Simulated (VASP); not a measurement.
Wanted: the native input for a VASP 6.6.1 run.

| Item | Value |
| --- | --- |
| Task | single point |
| Functional | PBE |
| Potentials or basis | VASP PAW PBE potentials, release 64 (Al, Ga_d, Sb) |
| Cutoff | 520 eV |
| k mesh | 12 × 12 × 4 |
| Occupations | gaussian, width 0.01 eV |
| Spin | no spin polarisation |
| Dipole correction | no |
| Further INCAR settings | ALGO = Normal; EDIFF = 1e-06; NBANDS = 31 |

The structure of AlGa2Sb3 lies in POSCAR:

```
AlGa2Sb3
1.0
    4.3973969260      0.0000000000      0.0000000000
   -2.1986984630      3.8082574485      0.0000000000
    0.0000000000      0.0000000000     10.7670820137
Al Ga Sb
1 2 3
Direct
    0.3333333333      0.6666666667      0.4163302894
    0.0000000000      0.0000000000      0.7504282770
    0.6666666667      0.3333333333      0.0829757519
    0.0000000000      0.0000000000     -0.0000118289
    0.3333333333      0.6666666667      0.6669497631
    0.6666666667      0.3333333333      0.3333277474
```

These files were run (other wordings do the same):

INCAR

```
PREC = Accurate
ENCUT = 520
EDIFF = 1E-6
ISMEAR = 0
SIGMA = 0.01
LREAL = F
LASPH = T
NELM = 60
ALGO = Normal
ISIF = 2
LWAVE = F
LCHARG = T
GGA = PE
LELF = T
LVHAR = T
NBANDS = 31
```

KPOINTS

```
Automatic mesh
0
Gamma
  12 12 4
```

Potentials or basis: VASP PAW PBE potentials, release 64 (Al, Ga_d, Sb).

Run with:

```sh
$ cat potpaw_PBE.64/Al/POTCAR potpaw_PBE.64/Ga_d/POTCAR potpaw_PBE.64/Sb/POTCAR > POTCAR
$ mpirun -np 1 vasp_std > vasp.out
```

Results of the run:

```yaml
Pressure: 0.1 GPa
Largest_force: 0.011 eV/Å
Band_gap_on_the_k_mesh: 0.06 eV, direct
```

Caveat: spin-orbit coupling is left out, which moves the levels of the heavy elements.

Run time: 6.3 min on 1 thread of Oxide Virtual Turin-like Processor, with other jobs on the host, peak memory 0.51 GiB.
